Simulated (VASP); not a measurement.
# TiPdO3 (I4/mcm) in VASP: a series of runs

The runs below take TiPdO3 through single point, relaxation of cell and atoms, with PBEsol.

Program: VASP 6.6.1. These are calculated values, not measurements. Logs are shortened: lines on timing, memory, paths and dates and some standing lists are left out, and cuts for length are marked.

## Step 1: The cell of the first run

It takes space group I4/mcm (No. 140, tetragonal). Conventional cell: a = 5.327 Å, b = 5.327 Å, c = 7.643 Å, α = 90.00°, β = 90.00°, γ = 90.00°. Ti (site symmetry -42m) has 8 O at 2.21 to 2.66 Å within 2.9 Å. Pd (site symmetry 4/m) has 6 O at 1.91 to 2.03 Å within 2.5 Å. O (site symmetry m2m) has 2 Pd at 2.03 Å and 2 Ti at 2.21 Å and 9 O at 2.23 to 2.88 Å within 2.9 Å. Within 2.5 Å of O (site symmetry 422) lie 2 Pd at 1.91 Å.

## Step 2: Single point, PBEsol

Input file INCAR:

```
SYSTEM = TiPdO3
PREC     = Accurate       ! precision mode
ENCUT    = 600            ! plane-wave cutoff, eV
EDIFF    = 1E-6           ! SCF threshold, eV
ISMEAR   = -1             ! smearing method
SIGMA    = 0.03           ! smearing width, eV
LREAL    = .FALSE.        ! projectors in reciprocal space
LASPH    = .TRUE.         ! aspherical terms in the spheres
NELM     = 120            ! most SCF steps
ALGO     = Normal         ! electronic algorithm
ISIF     = 2              ! what is computed and relaxed
LWAVE    = .FALSE.        ! write WAVECAR
LCHARG   = .FALSE.        ! write CHGCAR
GGA      = PS             ! functional
NBANDS   = 51             ! bands
GGA_COMPAT= .FALSE.
```

Input file KPOINTS:

```
regular mesh
0
G
  6 6 6
  0 0 0
```

Input file POSCAR:

```
TiPdO3
1.0
   -2.6636202901      2.6636202901      3.8213552850
    2.6636202901     -2.6636202901      3.8213552850
    2.6636202901      2.6636202901     -3.8213552850
Ti Pd O
2 2 6
Direct
    0.7500000000      0.2500000000      0.5000000000
    0.2500000000      0.7500000000      0.5000000000
    0.0000000000      0.0000000000      0.0000000000
    0.5000000000      0.5000000000      0.0000000000
    0.8517726655      0.3517726655      0.2035453310
    0.3517726655      0.1482273345      0.5000000000
    0.6482273345      0.8517726655      0.5000000000
    0.1482273345      0.6482273345      0.7964546690
    0.7500000000      0.7500000000      0.0000000000
    0.2500000000      0.2500000000      0.0000000000
```

Potentials or basis: VASP PAW PBE potentials, release 64 (Ti_sv, Pd, O).

On the command line:

```bash
cat potpaw_PBE.64/Ti_sv/POTCAR potpaw_PBE.64/Pd/POTCAR potpaw_PBE.64/O/POTCAR > POTCAR
mpirun -np 1 vasp_std > vasp.out
```

OUTCAR:

```text
SYSTEM = TiPdO3
   PREC = Accurate
   ENCUT = 600
   EDIFF = 1E-6
   ISMEAR = -1
   LREAL = .FALSE.
   LASPH = .TRUE.
   NELM = 120
   ISIF = 2
   GGA = PS

 ion  position               nearest neighbor table
   1  0.750  0.250  0.500-   5 2.21   6 2.21   7 2.21   8 2.21
   2  0.250  0.750  0.500-   5 2.21   6 2.21   7 2.21   8 2.21
   3  0.000  0.000  0.000-   9 1.91  10 1.91   6 2.03   7 2.03   8 2.03   5 2.03
   4  0.500  0.500  0.000-   9 1.91  10 1.91   7 2.03   6 2.03   8 2.03   5 2.03
   5  0.852  0.352  0.204-   3 2.03   4 2.03   1 2.21   2 2.21
   6  0.352  0.148  0.500-   4 2.03   3 2.03   1 2.21   2 2.21
   7  0.648  0.852  0.500-   3 2.03   4 2.03   1 2.21   2 2.21
   8  0.148  0.648  0.796-   3 2.03   4 2.03   1 2.21   2 2.21
   9  0.750  0.750  0.000-   3 1.91   4 1.91
  10  0.250  0.250  0.000-   3 1.91   4 1.91

  LATTYP: Found a body centered tetragonal cell.
 ALAT       =     5.3272405802
 C/A-ratio  =     1.4346471602

  Lattice vectors:

 A1 = (  -2.6636202901,   2.6636202901,   3.8213552850)
 A2 = (   2.6636202901,  -2.6636202901,   3.8213552850)
 A3 = (   2.6636202901,   2.6636202901,  -3.8213552850)

Analysis of symmetry for initial positions (statically):
=====================================================================
 Subroutine PRICEL returns:
 Original cell was already a primitive cell.

 Routine SETGRP: Setting up the symmetry group for a
 body centered tetragonal supercell.

 Subroutine GETGRP returns: Found 16 space group operations
 (whereof  8 operations were pure point group operations)
 out of a pool of 16 trial point group operations.

The static configuration has the point symmetry C_4h.
 The point group associated with its full space group is D_4h.

Analysis of symmetry for dynamics (positions and initial velocities):
=====================================================================
 Subroutine PRICEL returns:
 Original cell was already a primitive cell.

 Routine SETGRP: Setting up the symmetry group for a
 body centered tetragonal supercell.

 Subroutine GETGRP returns: Found 16 space group operations
 (whereof  8 operations were pure point group operations)
 out of a pool of 16 trial point group operations.

The dynamic configuration has the point symmetry C_4h.
 The point group associated with its full space group is D_4h.

 Subroutine INISYM returns: Found 16 space group operations
 (whereof  8 operations are pure point group operations),
 and found     1 'primitive' translations

----------------------------------------------------------------------------------------

                                     Primitive cell

  volume of cell :     108.4481

  direct lattice vectors                    reciprocal lattice vectors
    -2.663620290  2.663620290  3.821355285     0.000000000  0.187714443  0.130843631
     2.663620290 -2.663620290  3.821355285     0.187714443  0.000000000  0.130843631
     2.663620290  2.663620290 -3.821355285     0.187714443  0.187714443  0.000000000

  length of vectors
     5.365864545  5.365864545  5.365864545     0.228816013  0.228816013  0.265468312

  position of ions in fractional coordinates (direct lattice)
     0.750000000  0.250000000  0.500000000
     0.250000000  0.750000000  0.500000000
     0.000000000  0.000000000  0.000000000
     0.500000000  0.500000000  0.000000000
     0.851772666  0.351772666  0.203545331
     0.351772666  0.148227334  0.500000000
     0.648227334  0.851772666  0.500000000
     0.148227334  0.648227334  0.796454669
     0.750000000  0.750000000  0.000000000
     0.250000000  0.250000000  0.000000000

  ion indices of the primitive-cell ions
   primitive index   ion index
                 1           1
                 2           2
                 3           3
                 4           4
                 5           5
                 6           6
                 7           7
                 8           8
                 9           9
                10          10

----------------------------------------------------------------------------------------

 KPOINTS: regular mesh

Automatic generation of k-mesh.
 Grid dimensions read from file:
 generate k-points for:    6    6    6

 Generating k-lattice:

  Cartesian coordinates                     Fractional coordinates (reciprocal lattice)
     0.000000000  0.031285741  0.021807272     0.166666667  0.000000000  0.000000000
     0.031285741  0.000000000  0.021807272     0.000000000  0.166666667  0.000000000
     0.031285741  0.031285741  0.000000000     0.000000000  0.000000000  0.166666667

  Length of vectors
     0.038136002  0.038136002  0.044244719

  Shift w.r.t. Gamma in fractional coordinates (k-lattice)
     0.000000000  0.000000000  0.000000000

 Subroutine IBZKPT returns following result:
 ===========================================

 Found     30 irreducible k-points:

 Following reciprocal coordinates:
            Coordinates               Weight
  0.000000  0.000000  0.000000      1.000000
  0.166667  0.000000 -0.000000      8.000000
  0.333333  0.000000 -0.000000      8.000000
  0.500000  0.000000  0.000000      4.000000
  0.166667  0.166667 -0.000000      8.000000
  0.333333  0.166667 -0.000000     16.000000
[... 16 lines left out ...]
 -0.333333 -0.333333  0.166667      8.000000
 -0.166667 -0.333333  0.166667      8.000000
 [... further k-points ...]
   k-points           NKPTS =     30   k-points in BZ     NKDIM =     30   number of bands    NBANDS=     51
   number of dos      NEDOS =    301   number of ions     NIONS =     10
   total plane-waves  NPLWV = 110592
   dimension x,y,z NGX =    48 NGY =   48 NGZ =   48
   dimension x,y,z NGXF=    96 NGYF=   96 NGZF=   96
   ions per type =               2   2   6
   NGX,Y,Z   is equivalent  to a cutoff of  14.87, 14.87, 14.87 a.u.
   NGXF,Y,Z  is equivalent  to a cutoff of  29.74, 29.74, 29.74 a.u.
 SYSTEM =  TiPdO3
   PREC   = accura    normal or accurate (medium, high low for compatibility)
   ISTART =      0    job   : 0-new  1-cont  2-samecut
   ICHARG =      2    charge: 1-file 2-atom 10-const
   ISPIN  =      1    spin polarized calculation?
   LNONCOLLINEAR =      F non collinear calculations
   LSORBIT =      F    spin-orbit coupling
   LASPH  =      T    aspherical Exc in radial PAW
   ENCUT  =  600.0 eV  44.10 Ry    6.64 a.u.  10.72 10.72 10.72*2*pi/ulx,y,z
   NELM   =    120;   NELMIN=  2; NELMDL= -5     # of ELM steps
   EDIFF  = 0.1E-05   stopping-criterion for ELM
   LREAL  =      F    real-space projection
   EDIFFG = 0.1E-04   stopping-criterion for IOM
   NSW    =      0    number of steps for IOM
   IBRION =     -1    ionic relax: 0-MD 1-quasi-New 2-CG
   NFREE  =      0    steps in history (QN), initial steepest desc. (CG)
   ISIF   =      2    stress and relaxation
   ISYM   =      2    0-nonsym 1-usesym 2-fastsym
   POTIM  = 0.5000    time-step for ionic-motion
   TEBEG  =    0.0;   TEEND  =   0.0 temperature during run
   PSTRESS=    0.0 pullay stress
   NELECT =      80.0000    total number of electrons
   NUPDOWN=      -1.0000    fix difference up-down
   EMIN   =  10.00;   EMAX   =-10.00  energy-range for DOS
   EFERMI =   0.00;   METHOD = LEGACY
   ISMEAR =    -1;   SIGMA  =   0.03  broadening in eV -4-tet -1-fermi 0-gaus
   EFERMI_NEDOS =   21; number of points for ismear=-14 and -15
   IALGO  =     38    algorithm
   IMIX   =      4    mixing-type and parameters
     AMIX     =   0.40;   BMIX     =  1.00
     AMIX_MAG =   1.60;   BMIX_MAG =  1.00
  volume/ion in A,a.u.               =      10.84        73.18
  Fermi-wavevector in a.u.,A,eV,Ry     =   1.479213  2.795308 29.770528  2.188072
  Thomas-Fermi vector in A             =   2.593399
   LORBIT       =      0    0 simple, 1 ext, 2 COOP (PROOUT), +10 PAW based schemes
   GGA     = PS    functional components
   LHFCALC =     F    Hartree Fock is set to
   AEXX    =    0.0000 exact exchange contribution
   IVDW    =     0    specifies the selected vdW correction
   LEPSILON=     F    determine dielectric tensor
   LRPA    =     F    only Hartree local field effects (RPA)
 non-spin polarized calculation
  energy-cutoff  :      600.00
  volume of cell :      108.45
 maximum number of plane-waves:      3647
 NGX is ok and might be reduce to    48
   NGX = 21   NGY = 21   NGZ = 21

 number of electron      79.9999994 magnetization

 Free energy of the ion-electron system (eV)
  ---------------------------------------------------
  ext. energy  EPLUGINS =         0.00000000
  ---------------------------------------------------
  free energy    TOTEN  =       -69.97974551 eV

  energy without entropy =      -69.94851794  energy(sigma->0) =      -69.96413173

 E-fermi :   8.0440     XC(G=0): -12.1847

 val. band max:        8.0405308375   @ k =   0.3333   0.3333   0.1667
 cond. band min:       8.0487421179   @ k =   0.5000   0.5000   0.5000
 fundamental gap:      0.0082112804
 Fermi energy:         8.0439622776

 k-point     1 :       0.0000    0.0000    0.0000
  band No.  band energies     occupation
      1     -50.4454      2.00000
      2     -50.4413      2.00000
      3     -26.8079      2.00000
      4     -26.7616      2.00000
      5     -26.7465      2.00000
      6     -26.7465      2.00000
[... 43 lines left out ...]
     50       9.2896      0.00000
     51      11.2152      0.00000

 k-point     2 :       0.1667    0.0000   -0.0000
  band No.  band energies     occupation
      1     -50.4452      2.00000
      2     -50.4416      2.00000
      3     -26.8049      2.00000
      4     -26.7649      2.00000
      5     -26.7457      2.00000
      6     -26.7455      2.00000
[... 43 lines left out ...]
     50       9.3782      0.00000
     51      10.3249      0.00000

 k-point     3 :       0.3333    0.0000   -0.0000
  band No.  band energies     occupation
      1     -50.4444      2.00000
      2     -50.4423      2.00000
      3     -26.7967      2.00000
      4     -26.7738      2.00000
      5     -26.7436      2.00000
      6     -26.7430      2.00000
[... 43 lines left out ...]
     50       9.5744      0.00000
     51       9.9494      0.00000
[... 1027 lines left out ...]
 k-point    23 :      -0.3333   -0.3333    0.1667
  band No.  band energies     occupation
      1     -50.4438      2.00000
      2     -50.4428      2.00000
      3     -26.8010      2.00000
      4     -26.7706      2.00000
      5     -26.7518      2.00000
      6     -26.7450      2.00000
[... 43 lines left out ...]
     50       9.6152      0.00000
     51       9.8047      0.00000

 k-point    24 :      -0.1667   -0.3333    0.1667
  band No.  band energies     occupation
      1     -50.4444      2.00000
      2     -50.4423      2.00000
      3     -26.7881      2.00000
      4     -26.7830      2.00000
      5     -26.7482      2.00000
      6     -26.7480      2.00000
[... 43 lines left out ...]
     50       9.6657      0.00000
     51      10.1094      0.00000

 [... further k-points ...]

------------------------ aborting loop because EDIFF is reached ----------------------------------------

  FORCE on cell =-STRESS in cart. coord.  units (eV):
  Direction    XX          YY          ZZ          XY          YZ          ZX
  --------------------------------------------------------------------------------------
  -------------------------------------------------------------------------------------
  Total       -0.0445309     -0.0445309      0.2059803      0.0000000      0.0000000      0.0000000
  in kB       -0.6578846     -0.6578846      3.0430858      0.0000000      0.0000000      0.0000000
  external PRESSURE =       0.5757722 kB  Pullay stress =       0.0000000 kB

 VOLUME and BASIS-vectors are now :
 -----------------------------------------------------------------------------
  energy-cutoff  :      600.00
  volume of cell :      108.45
      direct lattice vectors                 reciprocal lattice vectors
    -2.663620290  2.663620290  3.821355285     0.000000000  0.187714443  0.130843631
     2.663620290 -2.663620290  3.821355285     0.187714443  0.000000000  0.130843631
     2.663620290  2.663620290 -3.821355285     0.187714443  0.187714443  0.000000000

 POSITION                                       TOTAL-FORCE (eV/Angst)
 -----------------------------------------------------------------------------------
      0.00000      2.66362      1.91068        -0.000000     -0.000000     -0.000000
      2.66362      0.00000      1.91068        -0.000000     -0.000000     -0.000000
      0.00000      0.00000      0.00000        -0.000000     -0.000000     -0.000000
      0.00000      0.00000      3.82136        -0.000000     -0.000000     -0.000000
     -0.78964      1.87398      3.82136        -0.003952     -0.003952      0.000000
      0.78964      1.87398      0.00000         0.003952     -0.003952      0.000000
      1.87398      0.78964      3.82136        -0.003952      0.003952     -0.000000
      3.45326      0.78964      0.00000         0.003952      0.003952     -0.000000
      0.00000      0.00000      5.73203        -0.000000     -0.000000     -0.000000
      0.00000      0.00000      1.91068        -0.000000     -0.000000     -0.000000
 -----------------------------------------------------------------------------------
    total drift:                               -0.000000      0.000000      0.000000

  FREE ENERGIE OF THE ION-ELECTRON SYSTEM (eV)
  ---------------------------------------------------
  free  energy   TOTEN  =       -69.9797455136 eV

  energy  without entropy=      -69.9485179391  energy(sigma->0) =      -69.96413173
```

Wall time 3.7 min (1 thread of Intel Xeon 6975P-C (Granite Rapids), shared host); peak memory 0.4 GiB.

Results:

```
Free energy            : -69.9797 eV
Pressure               : 0.1 GPa
Largest force          : 0.006 eV/Å
Band gap on the k mesh : zero (bands 40 and 41 overlap by 0.48 eV)
```

Forces in eV/Å, atoms in the order of the input:
```
Ti   0.000  0.000  0.000
Ti   0.000  0.000  0.000
Pd   0.000  0.000  0.000
Pd   0.000  0.000  0.000
O   -0.004 -0.004  0.000
O    0.004 -0.004  0.000
O   -0.004  0.004  0.000
O    0.004  0.004  0.000
O    0.000  0.000  0.000
O    0.000  0.000  0.000
```

Levels at points of the mesh, in eV from the Fermi level:
```
           k point  band 36  band 37  band 38  band 39  band 40  band 41  band 42  band 43  band 44  band 45
(0.00, 0.00, 0.00)    -2.37    -1.33    -1.03    -1.03    -0.84    -0.19    -0.05     0.17     0.37     0.57
(0.50, 0.00, 0.00)    -1.97    -1.58    -1.58     0.06     0.06     0.20     0.20     0.39     0.39     0.60
(0.50, 0.50, 0.00)    -2.07    -1.24    -1.22    -0.62    -0.06     0.11     0.55     0.64     0.86     1.07
(0.50, 0.50, 0.50)    -2.21    -0.93    -0.93    -0.69    -0.36    -0.34    -0.20     0.00     0.28     0.40
```

Caveat: the PAW data sets were made with another functional, which shifts forces and pressure a little; semilocal functionals often make such compounds metallic where correlation or magnetic order opens a gap, which also shifts bond lengths.

(Continued in part 2 of 2.)
